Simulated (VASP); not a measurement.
Crystal: BP.

```
B P
1.0
     3.02818    0.00000    0.00000
     0.00000    3.02818    0.00000
     0.00000    0.00000    3.02818
B P
1 1
Direct
  0.00000 0.00000 0.00000
  0.50000 0.50000 0.50000
```

| Property | Result |
| --- | --- |
| Program | VASP 6.6.1 |
| Task | relaxation of cell and atoms |
| Functional | PBE |
| Potentials or basis | VASP PAW PBE potentials, release 64 (B, P) |
| Cutoff | 600 eV |
| k mesh | 6 × 6 × 6 |
| Occupations | gaussian, width 0.1 eV |
| Spin | no spin polarisation |

At the start: pressure -21.3 GPa; volume 13.88 Å³/atom.

Task: Where does the relaxation end?

Result: Over 3 steps the energy falls by 315.5 meV/atom and the volume is 10.18 Å³/atom (-26.7 %); space group Pm-3m (No. 221, to 0.05 Å).

Step by step:
```
step  energy change (eV)  largest force (eV/Å)  pressure (GPa)  volume (Å³)
   1              0.0000                0.0000          -21.25        27.77
   2             -0.6232                0.0000           -3.88        21.00
   3             -0.6310                0.0000            0.19        20.36
```

Final structure:
```cif
data_structure
_symmetry_space_group_name_H-M 'P 1'
_symmetry_Int_Tables_number 1
_cell_length_a 2.7305
_cell_length_b 2.7305
_cell_length_c 2.7305
_cell_angle_alpha 90.000
_cell_angle_beta 90.000
_cell_angle_gamma 90.000
_cell_volume 20.36
loop_
_atom_site_label
_atom_site_type_symbol
_atom_site_fract_x
_atom_site_fract_y
_atom_site_fract_z
_atom_site_occupancy
B1 B 0.00000 0.00000 0.00000 1
P1 P 0.50000 0.50000 0.50000 1
```

Caveat: the volume moved by over 15 % at a fixed basis, so the end points are rough.
